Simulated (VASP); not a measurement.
# ScAl3 in VASP: a series of runs

The runs below take ScAl3 through single point, with PBE.

Program: VASP 6.6.1. These are calculated values, not measurements. Logs are shortened: lines on timing, memory, paths and dates and some standing lists are left out, and cuts for length are marked.

**1. The cell of the first run**

The cell holds a disordered packing, 16 atoms: a = 7.028 Å, b = 6.647 Å, c = 6.679 Å, α = 84.44°, β = 90.08°, γ = 86.64°.

**2. Single point, PBE**

INCAR

```
ALGO = Normal ; EDIFF = 1E-6
ENCUT = 400 ; GGA = PE
GGA_COMPAT = F ; ISIF = 2
ISMEAR = -1 ; ISYM = -1
LASPH = T ; LCHARG = F
LREAL = Auto ; LWAVE = F
NBANDS = 54 ; NELM = 120
PREC = Accurate ; SIGMA = 0.0715
```

KPOINTS

```
explicit points
1
Reciprocal
  0.25000000   0.25000000   0.25000000 1
```

POSCAR

```
ScAl3
1.0
    7.0248240000      0.2007760000     -0.0094590000
    0.2007760000      6.6358760000      0.3234210000
   -0.0094590000      0.3234210000      6.6710660000
Sc Al
4 12
Direct
    0.3907809029      0.2004573197      0.4742662252
    0.7093064797      0.4851072716      0.1894576446
    0.6737892644      0.9261771239      0.7036826260
    0.3603398923      0.7289892223      1.0523166810
    0.1824139247      0.4788948825      0.7938804370
    0.8957908975      0.6502856528      0.4990112899
    0.0972617811      0.3783254927      0.1964872765
    0.9070171822      0.1718176322      0.9359262890
    0.4113093110      0.1749888890      1.0239019511
    0.9499243328      0.2670041891      0.5391990684
    0.9505182559      0.7596270214     -0.0089511000
    0.6188423726      0.4098659007      0.7495493809
    0.6834996637      0.9664316629      0.2147293893
    0.1708766759      0.8722771609      0.7077802215
    0.4530487442      0.6919820627      0.4621082834
    0.1096017641      0.9745331127      0.3052080806
```

Potentials or basis: VASP PAW PBE potentials, release 64 (Sc_sv, Al).

Command:

```console
$ cat potpaw_PBE.64/Sc_sv/POTCAR potpaw_PBE.64/Al/POTCAR > POTCAR
$ mpirun -np 1 vasp_std > vasp.out
```

OUTCAR:

```text
EDIFF = 1E-6
   ENCUT = 400
   GGA = PE
   ISIF = 2
   ISMEAR = -1
   ISYM = -1
   LASPH = T
   LREAL = Auto
   NELM = 120
   PREC = Accurate

 ion  position               nearest neighbor table
   1  0.391  0.200  0.474-  16 2.85   7 2.89  12 2.94   3 2.94   9 3.03  14 3.05  13 3.13  10 3.14
                             5 3.25  15 3.31  15 3.39
   2  0.709  0.485  0.189-   7 2.78   6 2.79  11 2.80  15 2.94   4 2.95  10 3.08   8 3.08  12 3.10
                            13 3.21   9 3.29
   3  0.674  0.926  0.704-   6 2.80  11 2.83  15 2.86   8 2.93   1 2.94  10 3.18  13 3.25  12 3.26
                             9 3.32   4 3.43
   4  0.360  0.729  0.052-  14 2.72  15 2.80   5 2.85  11 2.90   2 2.95  16 2.97   9 2.99  13 3.09
                             7 3.14   3 3.43
   5  0.182  0.479  0.794-  14 2.62   7 2.78  11 2.83   9 2.84   4 2.85  10 2.88   6 2.92   8 2.98
                            12 3.09  15 3.20   1 3.25
   6  0.896  0.650  0.499-  10 2.54   2 2.79   3 2.80  16 2.90   5 2.92  14 2.93  12 3.00  13 3.02
                            15 3.11   7 3.13
   7  0.097  0.378  0.196-  10 2.57  16 2.71   8 2.72   2 2.78   5 2.78   9 2.83   1 2.89  11 2.90
                             6 3.13   4 3.14
   8  0.907  0.172  0.936-  10 2.69   7 2.72  12 2.72  11 2.73  13 2.75   3 2.93   5 2.98  16 3.00
                             2 3.08  14 3.14
   9  0.411  0.175  0.024-  13 2.56  12 2.76   7 2.83   5 2.84   4 2.99   1 3.03  16 3.11   2 3.29
                             3 3.32
  10  0.950  0.267  0.539-   6 2.54   7 2.57   8 2.69  16 2.80   5 2.88  12 2.88   2 3.08  14 3.08
                             1 3.14   3 3.18
  11  0.951  0.760  0.991-  14 2.53   8 2.73  13 2.78   2 2.80   5 2.83   3 2.83   7 2.90   4 2.90
                            16 2.91
  12  0.619  0.410  0.750-   8 2.72  15 2.76   9 2.76  10 2.88   1 2.94   6 3.00   5 3.09   2 3.10
                             3 3.26
  13  0.683  0.966  0.215-   9 2.56   8 2.75  11 2.78  15 2.91   6 3.02  16 3.06   4 3.09   1 3.13
                             2 3.21   3 3.25
  14  0.171  0.872  0.708-  11 2.53   5 2.62   4 2.72  16 2.74  15 2.86   6 2.93   1 3.05  10 3.08
                             8 3.14
  15  0.453  0.692  0.462-  12 2.76   4 2.80  14 2.86   3 2.86  13 2.91   2 2.94  16 3.09   6 3.11
                             5 3.20   1 3.31   1 3.39
  16  0.110  0.975  0.305-   7 2.71  14 2.74  10 2.80   1 2.85   6 2.90  11 2.91   4 2.97   8 3.00
                            13 3.06  15 3.09   9 3.11

IMPORTANT INFORMATION: All symmetrisations will be switched off!
NOSYMM: (Re-)initialisation of all symmetry stuff for point group C_1.

----------------------------------------------------------------------------------------

                                     Primitive cell

  volume of cell :     309.9719

  direct lattice vectors                    reciprocal lattice vectors
     7.024824000  0.200776000 -0.009459000     0.142476656 -0.004330873  0.000411985
     0.200776000  6.635876000  0.323421000    -0.004330873  0.151184571 -0.007335744
    -0.009459000  0.323421000  6.671066000     0.000411985 -0.007335744  0.150257310

  length of vectors
     7.027698962  6.646785872  6.678908009     0.142543059  0.151424385  0.150436837

  position of ions in fractional coordinates (direct lattice)
     0.390780903  0.200457320  0.474266225
     0.709306480  0.485107272  0.189457645
     0.673789264  0.926177124  0.703682626
     0.360339892  0.728989222  0.052316681
     0.182413925  0.478894883  0.793880437
     0.895790897  0.650285653  0.499011290
     0.097261781  0.378325493  0.196487277
     0.907017182  0.171817632  0.935926289
     0.411309311  0.174988889  0.023901951
     0.949924333  0.267004189  0.539199068
     0.950518256  0.759627021  0.991048900
     0.618842373  0.409865901  0.749549381
     0.683499664  0.966431663  0.214729389
     0.170876676  0.872277161  0.707780222
     0.453048744  0.691982063  0.462108283
     0.109601764  0.974533113  0.305208081

  ion indices of the primitive-cell ions
   primitive index   ion index
                 1           1
                 2           2
                 3           3
                 4           4
                 5           5
                 6           6
                 7           7
                 8           8
                 9           9
                10          10
                11          11
                12          12
                13          13
                14          14
                15          15
                16          16

----------------------------------------------------------------------------------------

 KPOINTS: explicit points

Read explicit list of k-points.

 Found      1 k-points:

 Following reciprocal coordinates:
            Coordinates               Weight
  0.250000  0.250000  0.250000      1.000000
   k-points           NKPTS =      1   k-points in BZ     NKDIM =      1   number of bands    NBANDS=     54
   number of dos      NEDOS =    301   number of ions     NIONS =     16
   total plane-waves  NPLWV = 110592
   dimension x,y,z NGX =    48 NGY =   48 NGZ =   48
   dimension x,y,z NGXF=    96 NGYF=   96 NGZF=   96
   ions per type =               4  12
   NGX,Y,Z   is equivalent  to a cutoff of  11.35, 12.01, 11.95 a.u.
   NGXF,Y,Z  is equivalent  to a cutoff of  22.71, 24.01, 23.90 a.u.
 SYSTEM =  unknown system
   PREC   = accura    normal or accurate (medium, high low for compatibility)
   ISTART =      0    job   : 0-new  1-cont  2-samecut
   ICHARG =      2    charge: 1-file 2-atom 10-const
   ISPIN  =      1    spin polarized calculation?
   LNONCOLLINEAR =      F non collinear calculations
   LSORBIT =      F    spin-orbit coupling
   LASPH  =      T    aspherical Exc in radial PAW
   ENCUT  =  400.0 eV  29.40 Ry    5.42 a.u.  11.46 10.84 10.89*2*pi/ulx,y,z
   NELM   =    120;   NELMIN=  2; NELMDL= -5     # of ELM steps
   EDIFF  = 0.1E-05   stopping-criterion for ELM
   LREAL  =      T    real-space projection
   EDIFFG = 0.1E-04   stopping-criterion for IOM
   NSW    =      0    number of steps for IOM
   IBRION =     -1    ionic relax: 0-MD 1-quasi-New 2-CG
   NFREE  =      0    steps in history (QN), initial steepest desc. (CG)
   ISIF   =      2    stress and relaxation
   ISYM   =     -1    0-nonsym 1-usesym 2-fastsym
   POTIM  = 0.5000    time-step for ionic-motion
   TEBEG  =    0.0;   TEEND  =   0.0 temperature during run
   PSTRESS=    0.0 pullay stress
   NELECT =      80.0000    total number of electrons
   NUPDOWN=      -1.0000    fix difference up-down
   EMIN   =  10.00;   EMAX   =-10.00  energy-range for DOS
   EFERMI =   0.00;   METHOD = LEGACY
   ISMEAR =    -1;   SIGMA  =   0.07  broadening in eV -4-tet -1-fermi 0-gaus
   EFERMI_NEDOS =   21; number of points for ismear=-14 and -15
   IALGO  =     38    algorithm
   IMIX   =      4    mixing-type and parameters
     AMIX     =   0.40;   BMIX     =  1.00
     AMIX_MAG =   1.60;   BMIX_MAG =  1.00
  volume/ion in A,a.u.               =      19.37       130.74
  Fermi-wavevector in a.u.,A,eV,Ry     =   1.042311  1.969682 14.781539  1.086412
  Thomas-Fermi vector in A             =   2.176971
   LORBIT       =      0    0 simple, 1 ext, 2 COOP (PROOUT), +10 PAW based schemes
   GGA     = PE    functional components
   LHFCALC =     F    Hartree Fock is set to
   AEXX    =    0.0000 exact exchange contribution
   IVDW    =     0    specifies the selected vdW correction
   LEPSILON=     F    determine dielectric tensor
   LRPA    =     F    only Hartree local field effects (RPA)
 non-spin polarized calculation
  energy-cutoff  :      400.00
  volume of cell :      309.97
 maximum number of plane-waves:      5644
 NGX is ok and might be reduce to    48
   NGX = 23   NGY = 21   NGZ = 21

 number of electron      80.0000002 magnetization

 Free energy of the ion-electron system (eV)
  ---------------------------------------------------
  ext. energy  EPLUGINS =         0.00000000
  ---------------------------------------------------
  free energy    TOTEN  =       -70.71788846 eV

  energy without entropy =      -70.52381241  energy(sigma->0) =      -70.62085044

 E-fermi :   5.9361     XC(G=0):  -9.8853

 val. band max:        5.8711260385   @ k =   0.2500   0.2500   0.2500
 cond. band min:       5.9938026399   @ k =   0.2500   0.2500   0.2500
 fundamental gap:      0.1226766014
 Fermi energy:         5.9361049291

 k-point     1 :       0.2500    0.2500    0.2500
  band No.  band energies     occupation
      1     -43.5066      2.00000
      2     -43.4125      2.00000
      3     -43.3600      2.00000
      4     -43.2456      2.00000
      5     -22.2760      2.00000
      6     -22.2581      2.00000
      7     -22.1594      2.00000
      8     -22.1424      2.00000
      9     -22.0930      2.00000
     10     -22.0669      2.00000
     11     -22.0201      2.00000
     12     -22.0015      2.00000
     13     -21.9730      2.00000
     14     -21.9560      2.00000
     15     -21.8761      2.00000
     16     -21.8059      2.00000
     17      -3.0448      2.00000
     18      -1.4278      2.00000
     19      -1.1470      2.00000
     20      -1.0153      2.00000
     21      -0.1928      2.00000
     22       0.1320      2.00000
     23       0.5035      2.00000
     24       1.7847      2.00000
     25       1.9345      2.00000
     26       2.2470      2.00000
     27       2.6678      2.00000
     28       3.0650      2.00000
     29       3.5001      2.00000
     30       3.5293      2.00000
     31       3.8785      2.00000
     32       3.9826      2.00000
     33       4.2274      2.00000
     34       4.6013      2.00000
     35       5.0066      2.00000
     36       5.1137      1.99998
     37       5.4286      1.99835
     38       5.5045      1.99523
     39       5.6590      1.95937
     40       5.8711      1.42551
     41       5.9938      0.61708
     42       6.3786      0.00409
     43       6.5518      0.00036
     44       6.7383      0.00003
     45       6.8239      0.00001
     46       7.1071      0.00000
     47       7.2924      0.00000
     48       7.3807      0.00000
     49       7.5249      0.00000
     50       7.6611      0.00000
     51       7.7973      0.00000
     52       7.9570      0.00000
 [bands above 52 left out]

------------------------ aborting loop because EDIFF is reached ----------------------------------------

  FORCE on cell =-STRESS in cart. coord.  units (eV):
  Direction    XX          YY          ZZ          XY          YZ          ZX
  --------------------------------------------------------------------------------------
  -------------------------------------------------------------------------------------
  Total       -2.0497192     -3.3672069      0.6602639     -3.7680263     -9.3973537     -0.4067230
  in kB      -10.5945515    -17.4043579      3.4127602    -19.4761058    -48.5728707     -2.1022625
  external PRESSURE =      -8.1953831 kB  Pullay stress =       0.0000000 kB

 VOLUME and BASIS-vectors are now :
 -----------------------------------------------------------------------------
  energy-cutoff  :      400.00
  volume of cell :      309.97
      direct lattice vectors                 reciprocal lattice vectors
     7.024824000  0.200776000 -0.009459000     0.142476656 -0.004330873  0.000411985
     0.200776000  6.635876000  0.323421000    -0.004330873  0.151184571 -0.007335744
    -0.009459000  0.323421000  6.671066000     0.000411985 -0.007335744  0.150257310

 POSITION                                       TOTAL-FORCE (eV/Angst)
 -----------------------------------------------------------------------------------
      2.78093      1.56206      3.22500        -0.798438     -0.050836     -0.400050
      5.07836      3.42280      1.41407        -0.302521     -1.085231      0.378776
      4.91255      6.50886      4.98749         0.390706      1.094735      1.109182
      2.67719      4.92675      0.58137        -0.094800     -0.815355     -0.212454
      1.37007      3.47127      5.44919         0.330054     -0.248378     -0.176457
      6.41862      4.65646      3.53078         0.542435     -0.018152     -0.392124
      0.75735      2.59360      1.43222         0.863065      0.654868     -0.490926
      6.39728      1.62497      6.29062        -0.118550     -0.403263     -0.320947
      2.92428      1.25152      0.21216        -0.168801      1.062379     -0.507248
      6.72156      2.13692      3.67440        -0.267444     -0.892726      0.472120
      6.82036      5.55216      6.84804         0.014499     -0.090477      0.759912
      4.42246      3.08649      5.12700        -0.422888      0.357767     -0.208557
      4.99347      6.61980      1.73857         0.093807     -0.872386      0.256376
      1.36882      6.05154      5.00215        -0.182866      0.882505     -1.180932
      3.31715      4.83232      3.30227         0.123154      0.258319      0.702597
      0.96271      6.58760      2.35021        -0.001412      0.166231      0.210732
 -----------------------------------------------------------------------------------
    total drift:                                0.001648      0.000831     -0.000113

  FREE ENERGIE OF THE ION-ELECTRON SYSTEM (eV)
  ---------------------------------------------------
  free  energy   TOTEN  =       -70.7178884635 eV

  energy  without entropy=      -70.5238124089  energy(sigma->0) =      -70.62085044
```

Run time: 35 s. Hardware: 1 thread of AMD EPYC 7R13 (Zen 3), shared host; peak memory 0.27 GiB.

What came out:

| Property | Result |
| --- | --- |
| Free energy | -70.7179 eV |
| Pressure | -0.8 GPa |
| Largest force | 1.607 eV/Å |

Forces in eV/Å, atoms in the order of the input:
```
Sc  -0.798 -0.051 -0.400
Sc  -0.303 -1.085  0.379
Sc   0.391  1.095  1.109
Sc  -0.095 -0.815 -0.212
Al   0.330 -0.248 -0.176
Al   0.542 -0.018 -0.392
Al   0.863  0.655 -0.491
Al  -0.119 -0.403 -0.321
Al  -0.169  1.062 -0.507
Al  -0.267 -0.893  0.472
Al   0.014 -0.090  0.760
Al  -0.423  0.358 -0.209
Al   0.094 -0.872  0.256
Al  -0.183  0.883 -1.181
Al   0.123  0.258  0.703
Al  -0.001  0.166  0.211
```

Levels at points of the mesh, in eV from the Fermi level:
```tsv
k point	band 36	band 37	band 38	band 39	band 40	band 41	band 42	band 43	band 44	band 45
(0.25, 0.25, 0.25)	-0.82	-0.51	-0.43	-0.28	-0.07	0.06	0.44	0.62	0.80	0.89
```

Caveat: the atoms stand as in a frame of molecular dynamics.

[end of part 1 of 3]
